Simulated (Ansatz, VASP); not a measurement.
**One calculation of MoN2, two programs**

```
Mo N
1.0
     4.33306    0.00000    0.00000
     0.00000    4.33306    0.00000
     0.00000    0.00000    2.75189
Mo N
2 4
Direct
  0.50000 0.50000 0.00000
  0.00000 0.00000 0.00000
  0.88790 0.38790 0.52271
  0.11210 0.61210 0.52271
  0.38790 0.11210 0.52271
  0.61210 0.88790 0.52271
```

Change from the starting cell: all N atoms moved +0.062 Å, as atom 3 along Cartesian [0 0 1].

Alike in both runs: task single point; functional PBE; k mesh 12 × 12 × 18; occupations gaussian, width 0.15 eV; no spin polarisation.

|  | VASP | Ansatz |
| --- | --- | --- |
| version | VASP 6.6.1 | Ansatz 0.2.0 |
| potentials or method | VASP PAW PBE potentials, release 64 (Mo_sv, N), cutoff 520 eV | scalar-relativistic, plane waves, PAW |
| valence electrons in the cell | 48 | 48 |

```tsv
	VASP	Ansatz	Ansatz less VASP
gap on the k mesh at the Fermi level (eV)	none	none	-
pressure (GPa)	1.2	0.7	-0.53
traceless stress, the component that is largest in VASP (GPa)	0.17	0.38	+0.214
rms of the force components (eV/Å)	0.109	0.103	-0.0055
```

Atom by atom the forces differ by 0.039 eV/Å (rms over components). A gap of «none» marks a metal or a gap that the smearing closes. With one functional, cell and mesh, what is left measures potentials, basis and numerics.
